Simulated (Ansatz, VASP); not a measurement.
**Rb: VASP beside Ansatz**

```
Rb
1.0
     0.00000    3.51584    3.51584
     3.51584    0.00000    3.51584
     3.51584    3.51584    0.00000
Rb
1
Cartesian
  0.0000 0.0000 0.0000
```

Alike in both runs: functional PBEsol; k mesh 10 × 10 × 10; occupations gaussian, width 0.1 eV; no spin polarisation.

Ansatz relaxed the structure, and its values are those at the end. VASP's run is a single point on that final structure, the one shown.

```csv
,VASP,Ansatz
version,VASP 6.6.1,Ansatz 0.2.0
potentials or method,"VASP PAW PBE potentials, release 64 (Rb_sv), cutoff 520 eV","scalar-relativistic, plane waves, PAW"
valence electrons in the cell,9,9
```

|  | VASP | Ansatz | Ansatz less VASP |
| --- | --- | --- | --- |
| gap on the k mesh at the Fermi level (eV) | none | none | - |
| pressure (GPa) | 0.0 | 0.0 | 0.00 |

VASP's potentials were made for PBE, not for PBEsol. A gap of «none» marks a metal or a gap that the smearing closes.
